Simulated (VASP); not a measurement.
# TePb (Fm-3m) in VASP: further runs

The runs below take TePb through single point, with PBEsol.

Program: VASP 6.6.1. These are calculated values, not measurements. Logs are shortened: lines on timing, memory, paths and dates and some standing lists are left out, and cuts for length are marked.

## Step 1: The cell of the first run

Symmetry: Fm-3m, No. 225, cubic system. Conventional cell: a = 6.462 Å, b = 6.462 Å, c = 6.462 Å, α = 90.00°, β = 90.00°, γ = 90.00°. Pb (site symmetry m-3m) has 6 Te at 3.23 Å within 4.3 Å. Te (site symmetry m-3m) has 6 Pb at 3.23 Å within 4.3 Å.

## Step 2: Single point, PBEsol

Contents of INCAR:

```
PREC     = Accurate       # precision mode
ENCUT    = 500            # plane-wave cutoff, eV
EDIFF    = 1E-6           # SCF threshold, eV
ISMEAR   = 0              # smearing method
SIGMA    = 0.1            # smearing width, eV
LREAL    = F              # projectors in reciprocal space
LASPH    = T              # aspherical terms in the spheres
NELM     = 120            # most SCF steps
ALGO     = Normal         # electronic algorithm
ISIF     = 2              # what is computed and relaxed
LWAVE    = F              # write WAVECAR
LCHARG   = F              # write CHGCAR
GGA      = PS             # functional
NBANDS   = 17             # bands
GGA_COMPAT= F
```

Contents of KPOINTS:

```
regular mesh
0
Gamma
  6 6 6
```

Contents of POSCAR:

```
TePb
1.0
    0.0000000000      3.2310000000      3.2310000000
    3.2310000000      0.0000000000      3.2310000000
    3.2310000000      3.2310000000      0.0000000000
Pb Te
1 1
Direct
    0.0000000000      0.0000000000      0.0000000000
    0.5000000000      0.5000000000      0.5000000000
```

Potentials or basis: VASP PAW PBE potentials, release 64 (Pb_d, Te).

Run with:

```sh
cat potpaw_PBE.64/Pb_d/POTCAR potpaw_PBE.64/Te/POTCAR > POTCAR
mpirun -np 1 vasp_std > vasp.out
```

OUTCAR:

```text
PREC = Accurate
   ENCUT = 500
   EDIFF = 1E-6
   ISMEAR = 0
   LREAL = F
   LASPH = T
   NELM = 120
   ISIF = 2
   GGA = PS

 ion  position               nearest neighbor table
   1  0.000  0.000  0.000-   2 3.23   2 3.23   2 3.23   2 3.23   2 3.23   2 3.23
   2  0.500  0.500  0.500-   1 3.23   1 3.23   1 3.23   1 3.23   1 3.23   1 3.23

  LATTYP: Found a face centered cubic cell.
 ALAT       =     6.4620000000

  Lattice vectors:

 A1 = (   0.0000000000,   3.2310000000,   3.2310000000)
 A2 = (   3.2310000000,   0.0000000000,   3.2310000000)
 A3 = (   3.2310000000,   3.2310000000,   0.0000000000)

Analysis of symmetry for initial positions (statically):
=====================================================================
 Subroutine PRICEL returns:
 Original cell was already a primitive cell.

 Routine SETGRP: Setting up the symmetry group for a
 face centered cubic supercell.

 Subroutine GETGRP returns: Found 48 space group operations
 (whereof 48 operations were pure point group operations)
 out of a pool of 48 trial point group operations.

The static configuration has the point symmetry O_h .

Analysis of symmetry for dynamics (positions and initial velocities):
=====================================================================
 Subroutine PRICEL returns:
 Original cell was already a primitive cell.

 Routine SETGRP: Setting up the symmetry group for a
 face centered cubic supercell.

 Subroutine GETGRP returns: Found 48 space group operations
 (whereof 48 operations were pure point group operations)
 out of a pool of 48 trial point group operations.

The dynamic configuration has the point symmetry O_h .

 Subroutine INISYM returns: Found 48 space group operations
 (whereof 48 operations are pure point group operations),
 and found     1 'primitive' translations

----------------------------------------------------------------------------------------

                                     Primitive cell

  volume of cell :      67.4592

  direct lattice vectors                    reciprocal lattice vectors
     0.000000000  3.231000000  3.231000000    -0.154750851  0.154750851  0.154750851
     3.231000000  0.000000000  3.231000000     0.154750851 -0.154750851  0.154750851
     3.231000000  3.231000000  0.000000000     0.154750851  0.154750851 -0.154750851

  length of vectors
     4.569324020  4.569324020  4.569324020     0.268036337  0.268036337  0.268036337

  position of ions in fractional coordinates (direct lattice)
     0.000000000  0.000000000  0.000000000
     0.500000000  0.500000000  0.500000000

  ion indices of the primitive-cell ions
   primitive index   ion index
                 1           1
                 2           2

----------------------------------------------------------------------------------------

 KPOINTS: regular mesh

Automatic generation of k-mesh.
 Grid dimensions read from file:
 generate k-points for:    6    6    6

 Generating k-lattice:

  Cartesian coordinates                     Fractional coordinates (reciprocal lattice)
    -0.025791809  0.025791809  0.025791809     0.166666667  0.000000000  0.000000000
     0.025791809 -0.025791809  0.025791809     0.000000000  0.166666667  0.000000000
     0.025791809  0.025791809 -0.025791809     0.000000000  0.000000000  0.166666667

  Length of vectors
     0.044672723  0.044672723  0.044672723

  Shift w.r.t. Gamma in fractional coordinates (k-lattice)
     0.000000000  0.000000000  0.000000000

 Subroutine IBZKPT returns following result:
 ===========================================

 Found     16 irreducible k-points:

 Following reciprocal coordinates:
            Coordinates               Weight
  0.000000  0.000000  0.000000      1.000000
  0.166667  0.000000  0.000000      8.000000
  0.333333  0.000000  0.000000      8.000000
  0.500000  0.000000  0.000000      4.000000
  0.166667  0.166667  0.000000      6.000000
  0.333333  0.166667  0.000000     24.000000
[... 8 lines left out ...]
 -0.333333  0.333333  0.166667     24.000000
 -0.333333  0.500000  0.166667     12.000000
   k-points           NKPTS =     16   k-points in BZ     NKDIM =     16   number of bands    NBANDS=     17
   number of dos      NEDOS =    301   number of ions     NIONS =      2
   total plane-waves  NPLWV =  46656
   dimension x,y,z NGX =    36 NGY =   36 NGZ =   36
   dimension x,y,z NGXF=    72 NGYF=   72 NGZF=   72
   ions per type =               1   1
   NGX,Y,Z   is equivalent  to a cutoff of  13.10, 13.10, 13.10 a.u.
   NGXF,Y,Z  is equivalent  to a cutoff of  26.20, 26.20, 26.20 a.u.
 SYSTEM =  unknown system
   PREC   = accura    normal or accurate (medium, high low for compatibility)
   ISTART =      0    job   : 0-new  1-cont  2-samecut
   ICHARG =      2    charge: 1-file 2-atom 10-const
   ISPIN  =      1    spin polarized calculation?
   LNONCOLLINEAR =      F non collinear calculations
   LSORBIT =      F    spin-orbit coupling
   LASPH  =      T    aspherical Exc in radial PAW
   ENCUT  =  500.0 eV  36.75 Ry    6.06 a.u.   8.33  8.33  8.33*2*pi/ulx,y,z
   NELM   =    120;   NELMIN=  2; NELMDL= -5     # of ELM steps
   EDIFF  = 0.1E-05   stopping-criterion for ELM
   LREAL  =      F    real-space projection
   EDIFFG = 0.1E-04   stopping-criterion for IOM
   NSW    =      0    number of steps for IOM
   IBRION =     -1    ionic relax: 0-MD 1-quasi-New 2-CG
   NFREE  =      0    steps in history (QN), initial steepest desc. (CG)
   ISIF   =      2    stress and relaxation
   ISYM   =      2    0-nonsym 1-usesym 2-fastsym
   POTIM  = 0.5000    time-step for ionic-motion
   TEBEG  =    0.0;   TEEND  =   0.0 temperature during run
   PSTRESS=    0.0 pullay stress
   NELECT =      20.0000    total number of electrons
   NUPDOWN=      -1.0000    fix difference up-down
   EMIN   =  10.00;   EMAX   =-10.00  energy-range for DOS
   EFERMI =   0.00;   METHOD = LEGACY
   ISMEAR =     0;   SIGMA  =   0.10  broadening in eV -4-tet -1-fermi 0-gaus
   EFERMI_NEDOS =   21; number of points for ismear=-14 and -15
   IALGO  =     38    algorithm
   IMIX   =      4    mixing-type and parameters
     AMIX     =   0.40;   BMIX     =  1.00
     AMIX_MAG =   1.60;   BMIX_MAG =  1.00
  volume/ion in A,a.u.               =      33.73       227.62
  Fermi-wavevector in a.u.,A,eV,Ry     =   1.091619  2.062861 16.213147  1.191633
  Thomas-Fermi vector in A             =   2.227868
   LORBIT       =      0    0 simple, 1 ext, 2 COOP (PROOUT), +10 PAW based schemes
   GGA     = PS    functional components
   LHFCALC =     F    Hartree Fock is set to
   AEXX    =    0.0000 exact exchange contribution
   IVDW    =     0    specifies the selected vdW correction
   LEPSILON=     F    determine dielectric tensor
   LRPA    =     F    only Hartree local field effects (RPA)
 non-spin polarized calculation
 Gauss-broadening in eV      SIGMA  =   0.10
  energy-cutoff  :      500.00
  volume of cell :       67.46
 maximum number of plane-waves:      1736
 NGX is ok and might be reduce to    36
   NGX = 17   NGY = 17   NGZ = 17

 number of electron      20.0000003 magnetization

 Free energy of the ion-electron system (eV)
  ---------------------------------------------------
  ext. energy  EPLUGINS =         0.00000000
  ---------------------------------------------------
  free energy    TOTEN  =        -8.25939951 eV

  energy without entropy =       -8.25939948  energy(sigma->0) =       -8.25939950

 E-fermi :   5.7927     XC(G=0):  -9.4708

 val. band max:        5.4583838840   @ k =   0.5000   0.0000   0.0000
 cond. band min:       6.1269428094   @ k =   0.5000   0.0000   0.0000
 fundamental gap:      0.6685589254
 Fermi energy:         5.7926611517

 k-point     1 :       0.0000    0.0000    0.0000
  band No.  band energies     occupation
      1     -11.1695      2.00000
      2     -11.1695      2.00000
      3     -11.1586      2.00000
      4     -11.1586      2.00000
      5     -11.1586      2.00000
      6      -6.5739      2.00000
[... 9 lines left out ...]
     16      11.2176      0.00000
     17      12.6940      0.00000

 k-point     2 :       0.1667    0.0000    0.0000
  band No.  band energies     occupation
      1     -11.1729      2.00000
      2     -11.1729      2.00000
      3     -11.1580      2.00000
      4     -11.1547      2.00000
      5     -11.1547      2.00000
      6      -6.3368      2.00000
[... 9 lines left out ...]
     16      11.7274      0.00000
     17      14.3598      0.00000

 k-point     3 :       0.3333    0.0000    0.0000
  band No.  band energies     occupation
      1     -11.1806      2.00000
      2     -11.1806      2.00000
      3     -11.1568      2.00000
      4     -11.1456      2.00000
      5     -11.1456      2.00000
      6      -5.6892      2.00000
[... 9 lines left out ...]
     16      13.0929      0.00000
     17      16.3763      0.00000

 k-point     4 :       0.5000    0.0000    0.0000
  band No.  band energies     occupation
      1     -11.1846      2.00000
      2     -11.1846      2.00000
      3     -11.1563      2.00000
      4     -11.1409      2.00000
      5     -11.1409      2.00000
      6      -5.1331      2.00000
[... 9 lines left out ...]
     16      14.6990      0.00000
     17      14.6990      0.00000
[... 183 lines left out ...]
      1     -11.2036      2.00000
      2     -11.1713      2.00000
      3     -11.1585      2.00000
      4     -11.1429      2.00000
      5     -11.1393      2.00000
      6      -5.2181      2.00000
[... 9 lines left out ...]
     16      14.4884      0.00000
     17      14.9867      0.00000

 k-point    15 :      -0.3333    0.3333    0.1667
  band No.  band energies     occupation
      1     -11.2069      2.00000
      2     -11.1742      2.00000
      3     -11.1514      2.00000
      4     -11.1489      2.00000
      5     -11.1355      2.00000
      6      -4.8349      2.00000
[... 9 lines left out ...]
     16      15.7061      0.00000
     17      15.8472      0.00000

 k-point    16 :      -0.3333    0.5000    0.1667
  band No.  band energies     occupation
      1     -11.2203      2.00000
      2     -11.1670      2.00000
      3     -11.1601      2.00000
      4     -11.1417      2.00000
      5     -11.1320      2.00000
      6      -4.7678      2.00000
[... 9 lines left out ...]
     16      16.1704      0.00000
     17      16.9691      0.00000

------------------------ aborting loop because EDIFF is reached ----------------------------------------

  FORCE on cell =-STRESS in cart. coord.  units (eV):
  Direction    XX          YY          ZZ          XY          YZ          ZX
  --------------------------------------------------------------------------------------
  -------------------------------------------------------------------------------------
  Total       -0.1766783     -0.1766783     -0.1766783      0.0000000      0.0000000      0.0000000
  in kB       -4.1961689     -4.1961689     -4.1961689      0.0000000      0.0000000      0.0000000
  external PRESSURE =      -4.1961689 kB  Pullay stress =       0.0000000 kB

 VOLUME and BASIS-vectors are now :
 -----------------------------------------------------------------------------
  energy-cutoff  :      500.00
  volume of cell :       67.46
      direct lattice vectors                 reciprocal lattice vectors
     0.000000000  3.231000000  3.231000000    -0.154750851  0.154750851  0.154750851
     3.231000000  0.000000000  3.231000000     0.154750851 -0.154750851  0.154750851
     3.231000000  3.231000000  0.000000000     0.154750851  0.154750851 -0.154750851

 POSITION                                       TOTAL-FORCE (eV/Angst)
 -----------------------------------------------------------------------------------
      0.00000      0.00000      0.00000        -0.000000      0.000000      0.000000
      3.23100      3.23100      3.23100         0.000000     -0.000000     -0.000000
 -----------------------------------------------------------------------------------
    total drift:                               -0.000000      0.000000      0.000000

  FREE ENERGIE OF THE ION-ELECTRON SYSTEM (eV)
  ---------------------------------------------------
  free  energy   TOTEN  =        -8.2593995132 eV

  energy  without entropy=       -8.2593994839  energy(sigma->0) =       -8.25939950
```

Wall time 41 s (1 thread of Intel Xeon 8259CL, shared host); peak memory 0.2 GiB.

Results:

```yaml
Free_energy: -8.2594 eV
Pressure: -0.4 GPa
Band_gap_on_the_k_mesh: 0.67 eV
```

Caveat: the PAW data sets were made with another functional, which shifts forces and pressure a little; spin-orbit coupling is left out, which moves the levels of the heavy elements. A k mesh can miss the band edges.

## Step 3: Single point, PBEsol

This run uses another cell than the first one, of 33.45 Å³/atom.

Contents of INCAR:

```
SYSTEM = TePb
PREC = Accurate
ENCUT = 500
EDIFF = 1E-6
ISMEAR = 0
SIGMA = 0.02
LREAL = .FALSE.
LASPH = .TRUE.
NELM = 120
ALGO = Normal
ISIF = 2
LWAVE = .FALSE.
LCHARG = .FALSE.
GGA = PS
NBANDS = 17
GGA_COMPAT = .FALSE.
```

Contents of KPOINTS:

```
Automatic mesh
0
G
  6 6 6
  0 0 0
```

Contents of POSCAR:

```
TePb
1.0
    0.0000000000      3.2219367678      3.2219367678
    3.2219367678      0.0000000000      3.2219367678
    3.2219367678      3.2219367678      0.0000000000
Pb Te
1 1
Direct
    0.0000000000      0.0000000000      0.0000000000
    0.5000000000      0.5000000000      0.5000000000
```

Potentials or basis: VASP PAW PBE potentials, release 64 (Pb_d, Te).

Run with:

```sh
cat potpaw_PBE.64/Pb_d/POTCAR potpaw_PBE.64/Te/POTCAR > POTCAR
mpirun -np 1 vasp_std > vasp.out
```

OUTCAR:

```text
SYSTEM = TePb
   PREC = Accurate
   ENCUT = 500
   EDIFF = 1E-6
   ISMEAR = 0
   LREAL = .FALSE.
   LASPH = .TRUE.
   NELM = 120
   ISIF = 2
   GGA = PS

 ion  position               nearest neighbor table
   1  0.000  0.000  0.000-   2 3.22   2 3.22   2 3.22   2 3.22   2 3.22   2 3.22
   2  0.500  0.500  0.500-   1 3.22   1 3.22   1 3.22   1 3.22   1 3.22   1 3.22

  LATTYP: Found a face centered cubic cell.
 ALAT       =     6.4438735356

  Lattice vectors:

 A1 = (   0.0000000000,   3.2219367678,   3.2219367678)
 A2 = (   3.2219367678,   0.0000000000,   3.2219367678)
 A3 = (   3.2219367678,   3.2219367678,   0.0000000000)

Analysis of symmetry for initial positions (statically):
=====================================================================
 Subroutine PRICEL returns:
 Original cell was already a primitive cell.

 Routine SETGRP: Setting up the symmetry group for a
 face centered cubic supercell.

 Subroutine GETGRP returns: Found 48 space group operations
 (whereof 48 operations were pure point group operations)
 out of a pool of 48 trial point group operations.

The static configuration has the point symmetry O_h .

[... 151 lines left out ...]

 E-fermi :   5.6992     XC(G=0):  -9.5085

 val. band max:        5.5698556190   @ k =   0.5000   0.0000   0.0000
 cond. band min:       6.2201695524   @ k =   0.5000   0.0000   0.0000
 fundamental gap:      0.6503139333
 Fermi energy:         5.6992158738

 k-point     1 :       0.0000    0.0000    0.0000
  band No.  band energies     occupation
      1     -11.0750      2.00000
      2     -11.0750      2.00000
      3     -11.0634      2.00000
      4     -11.0634      2.00000
      5     -11.0634      2.00000
      6      -6.5351      2.00000
[... 297 lines left out ...]
      4     -11.0459      2.00000
      5     -11.0358      2.00000
      6      -4.6955      2.00000
[... 9 lines left out ...]
     16      16.3124      0.00000
     17      17.1032      0.00000

------------------------ aborting loop because EDIFF is reached ----------------------------------------

  FORCE on cell =-STRESS in cart. coord.  units (eV):
  Direction    XX          YY          ZZ          XY          YZ          ZX
  --------------------------------------------------------------------------------------
  -------------------------------------------------------------------------------------
  Total       -0.0158267     -0.0158267     -0.0158267      0.0000000      0.0000000      0.0000000
  in kB       -0.3790697     -0.3790697     -0.3790697      0.0000000      0.0000000      0.0000000
  external PRESSURE =      -0.3790697 kB  Pullay stress =       0.0000000 kB

 VOLUME and BASIS-vectors are now :
 -----------------------------------------------------------------------------
  energy-cutoff  :      500.00
  volume of cell :       66.89
      direct lattice vectors                 reciprocal lattice vectors
     0.000000000  3.221936768  3.221936768    -0.155186162  0.155186162  0.155186162
     3.221936768  0.000000000  3.221936768     0.155186162 -0.155186162  0.155186162
     3.221936768  3.221936768  0.000000000     0.155186162  0.155186162 -0.155186162

 POSITION                                       TOTAL-FORCE (eV/Angst)
 -----------------------------------------------------------------------------------
      0.00000      0.00000      0.00000         0.000000      0.000000     -0.000000
      3.22194      3.22194      3.22194         0.000000      0.000000      0.000000
 -----------------------------------------------------------------------------------
    total drift:                               -0.000000      0.000000      0.000000

  FREE ENERGIE OF THE ION-ELECTRON SYSTEM (eV)
  ---------------------------------------------------
  free  energy   TOTEN  =        -8.2600336626 eV

  energy  without entropy=       -8.2600336626  energy(sigma->0) =       -8.26003366
```

stdout:

```text
POSCAR found type information on POSCAR PbTe
 POSCAR found :  2 types and       2 ions
 scaLAPACK will be used
 -----------------------------------------------------------------------------
|                                                                             |
|                                                                             |
|     You enforced a specific xc type in the INCAR file but a different       |
|     I HOPE YOU KNOW WHAT YOU ARE DOING!                                     |
|                                                                             |
 -----------------------------------------------------------------------------

 LDA part: xc-table for (Slater+PW92), standard interpolation
 POSCAR, INCAR and KPOINTS ok, starting setup
 FFT: planning ... GRIDC
 FFT: planning ... GRID_SOFT
 FFT: planning ... GRID
 WAVECAR not read
 entering main loop
```

It took 31 s on 1 thread of Intel Xeon 8259CL, shared host; peak memory 0.2 GiB.

What came out:

```
Free energy            : -8.2600 eV
Pressure               : 0.0 GPa
Band gap on the k mesh : 0.65 eV
```

Levels at points of the mesh, in eV from the valence-band top:
```tsv
k point	band 6	band 7	band 8	band 9	band 10	band 11	band 12	band 13	band 14	band 15
(0.00, 0.00, 0.00)	-12.11	-5.59	-1.37	-1.37	-1.37	4.07	4.07	4.07	5.74	5.74
(0.50, 0.00, 0.00)	-10.64	-8.65	-0.90	-0.90	0.00	0.65	1.22	1.22	8.30	9.21
(0.50, 0.50, 0.00)	-10.38	-7.32	-4.59	-2.85	-2.85	3.17	5.49	5.49	6.73	10.15
```

Caveat: the PAW data sets were made with another functional, which shifts forces and pressure a little; spin-orbit coupling is left out, which moves the levels of the heavy elements. A k mesh can miss the band edges.
